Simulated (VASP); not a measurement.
## Mg: single point with PBEsol

Crystal: Mg.

```
CELL_PARAMETERS angstrom
3.20170 0.00000 0.00000
-1.60085 2.77275 0.00000
0.00000 0.00000 5.19860
ATOMIC_POSITIONS crystal
Mg 0.33333 0.66667 0.25000
Mg 0.66667 0.33333 0.75000
```

```yaml
Program: VASP 6.6.1
Task: single point
Functional: PBEsol
Potentials_or_basis: VASP PAW PBE potentials, release 64 (Mg)
Cutoff: 520 eV
k_mesh: 9 × 9 × 5
Occupations: fermi-dirac, width 0.05 eV
Spin: no spin polarisation
Dipole_correction: no
Further_INCAR_settings: ALGO = Normal; EDIFF = 1e-06; NBANDS = 9
```

- Pressure: -1.0 GPa
- Band gap on the k mesh: zero (band 2 reaches 3.55 eV, above the bottom of band 3 at 1.33 eV)

Stress tensor (GPa, compression positive):
```
-1.01  0.00  0.00
 0.00 -1.01  0.00
 0.00  0.00 -0.88
```

Levels at points of the mesh, in eV from the Fermi level:
```
           k point  band 1  band 2  band 3  band 4  band 5
(0.00, 0.00, 0.00)   -6.86   -1.63   -1.19   10.95   10.95
```

Wall time 14 s on 1 thread of AMD EPYC 7R13 (shared host), peak memory 0.13 GiB.

Caveat: the PAW data sets were made with another functional, which shifts forces and pressure a little.
